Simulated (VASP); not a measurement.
A run of VASP 6.6.1:

INCAR

```
SYSTEM = Hf
ALGO = Fast
EDIFF = 1E-8
ENCUT = 600
GGA = PE
IBRION = 6
ISIF = 3
ISMEAR = -1
LASPH = .TRUE.
LCHARG = .FALSE.
LREAL = .FALSE.
LWAVE = .FALSE.
NELM = 60
NFREE = 2
NSW = 1
POTIM = 0.015
PREC = Accurate
SIGMA = 0.15
```

The input KPOINTS:

```
k-points
0
G
  15 15 8
  0 0 0
```

POSCAR

```
Hf
1.0
    3.2030126734      0.0000000000      0.0000000000
   -1.6015063367      2.7738903438      0.0000000000
    0.0000000000      0.0000000000      5.0816172090
Hf
2
Direct
    0.3333333333      0.6666666667      0.2500000000
    0.6666666667      0.3333333333      0.7500000000
```

Potentials or basis: VASP PAW PBE potentials, release 64 (Hf_pv).

Command:

```console
$ cat potpaw_PBE.64/Hf_pv/POTCAR > POTCAR
$ mpirun -np 1 vasp_std > vasp.out
```

Hardware: 1 thread of Oxide Virtual Turin-like Processor (shared host).

Task: Estimate the wall time of this run.

Result: Run time: 94 min on 1 thread of Oxide Virtual Turin-like Processor, with other jobs on the host, peak memory 0.71 GiB. Counts: scf iterations 226, k points 135.
